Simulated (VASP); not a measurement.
BP: relaxation of cell and atoms with BLYP

Crystal: BP.

```
P B
1.0
     0.00000    2.26900    2.26900
     2.26900    0.00000    2.26900
     2.26900    2.26900    0.00000
P B
1 1
Cartesian
  3.4035 3.4035 3.4035
  0.0000 0.0000 0.0000
```

```
Program                : VASP 6.6.1
Task                   : relaxation of cell and atoms
Functional             : BLYP
Potentials or basis    : VASP PAW PBE potentials, release 64 (P, B)
Cutoff                 : 600 eV
k mesh                 : 10 × 10 × 10
Occupations            : fermi-dirac, width 0.05 eV
Spin                   : no spin polarisation
Dipole correction      : no
Further INCAR settings : ALGO = Normal; EDIFF = 1e-06; IBRION = 2; EDIFFG = -0.01; NSW = 60; ISIF = 3
```

```yaml
Relaxed_volume: 12.12 Å³/atom
Relaxed_cell: a = 3.249 Å, b = 3.249 Å, c = 3.249 Å, α = 60.00°, β = 60.00°, γ = 60.00°
Space_group_after_relaxing_to_0.05_Å: F-43m (No. 216)
Energy_gained_by_relaxing: 7.8 meV/atom
Ionic_steps: 3
Pressure_after_relaxing: 0.0 GPa
Band_gap_on_the_k_mesh: 1.58 eV, indirect (least direct gap 3.52 eV)
```

Step by step:
```csv
step,energy change (eV),largest force (eV/Å),pressure (GPa),volume (Å³)
1,0.0000,0.0000,5.87,23.36
2,-0.0091,0.0000,-3.45,24.84
3,-0.0156,0.0000,-0.01,24.24
```

Final structure:
```
CELL_PARAMETERS angstrom
0.00000 2.29713 2.29713
2.29713 0.00000 2.29713
2.29713 2.29713 0.00000
ATOMIC_POSITIONS crystal
P 0.75000 0.75000 0.75000
B 0.00000 0.00000 0.00000
```

Levels at points of the mesh, in eV from the valence-band top:
```
           k point  band 1  band 2  band 3  band 4  band 5  band 6  band 7  band 8
(0.00, 0.00, 0.00)  -14.97    0.00    0.00    0.00    3.52    3.52    3.52    6.89
(0.50, 0.00, 0.00)  -11.85   -8.58   -1.67   -1.67    3.73    4.91    4.91   10.31
(0.50, 0.50, 0.00)  -10.39   -8.25   -3.88   -3.88    1.71    2.00   11.83   11.83
```

Run time: 33 s on 1 thread of AMD EPYC 9R45 96-Core Processor (Zen 5) (shared host), peak memory 0.13 GiB.

Caveat: the PAW data sets were made with another functional, which shifts forces and pressure a little. A k mesh can miss the band edges.
